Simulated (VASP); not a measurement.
# Cu: single point with PBE

The system is Cu, a slab with vacuum.

```
CELL_PARAMETERS angstrom
2.56645 0.00000 0.00000
0.00000 3.62951 0.00000
0.00000 0.00000 18.56650
ATOMIC_POSITIONS crystal
Cu 0.00000 0.00000 0.43442
Cu 0.50000 0.50000 0.50000
Cu 0.00000 0.00000 0.56558
```

```yaml
Program: VASP 6.6.1
Task: single point
Functional: PBE
Potentials_or_basis: VASP PAW PBE potentials, release 64 (Cu)
Cutoff: 520 eV
k_mesh: 16 × 11 × 1
Occupations: fermi-dirac, width 0.05 eV
Spin: no spin polarisation
```

```json
{
  "Largest force": "0.025 eV/Å",
  "Band gap on the k mesh": "zero (an odd number of electrons rules out a gap without spin polarisation)"
}
```

Forces on the atoms (eV/Å):
```
Cu   0.000  0.000 -0.025
Cu   0.000  0.000  0.000
Cu   0.000  0.000  0.025
```

Levels at points of the mesh, in eV from the Fermi level:
```csv
k point,band 14,band 15,band 16,band 17,band 18,band 19,band 20,band 21
"(0.00, 0.00, 0.00)",-1.67,-1.45,-1.34,-1.29,1.04,3.72,3.83,4.32
"(0.50, 0.00, 0.00)",-1.37,-1.27,0.33,0.40,2.14,4.28,5.85,8.28
```

It took 6.8 min on 1 thread of AMD EPYC 7R13 (shared host), peak memory 0.33 GiB.
